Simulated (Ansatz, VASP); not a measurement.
# MgS in VASP and in Ansatz

```
Mg S
1.0
     2.58864    2.58864    0.00000
    -2.58864    2.58864    0.00000
     0.00000    2.58864    2.60945
Mg S
1 1
Direct
  0.00000 0.00000 0.00000
  0.50000 0.50000 0.00000
```

Change from the starting cell: film at in-plane strain -0.005.

Alike in both runs: task single point; functional r2SCAN; k mesh 8 × 8 × 8; no spin polarisation.

|  | VASP | Ansatz |
| --- | --- | --- |
| version | VASP 6.6.1 | Ansatz 0.2.0 |
| potentials or method | VASP PAW PBE potentials, release 64 (Mg, S) | PAW with Ansatz's default frozen-core files, scalar-relativistic |
| plane-wave cutoff (eV) | 520 | 500 |
| occupations | gaussian, width 0.01 eV | fixed |
| valence electrons in the cell | 8 | 16 |

Ansatz gave:

| Quantity | Value |
| --- | --- |
| gap on the k mesh at the Fermi level (eV) | 3.44 |
| pressure (GPa) | 0.6 |
| traceless stress, the component that is largest in VASP (GPa) | -0.59 |

Task: Which values does VASP return?

Result: gap on the k mesh at the Fermi level (eV): 3.41; pressure (GPa): 0.1; traceless stress, the component that is largest in VASP (GPa): -0.58.

VASP's potentials were made for PBE, not for r2SCAN. VASP's potentials hold 8 valence electrons a cell and Ansatz's 16, so a difference there can come from the potentials and not from the codes.
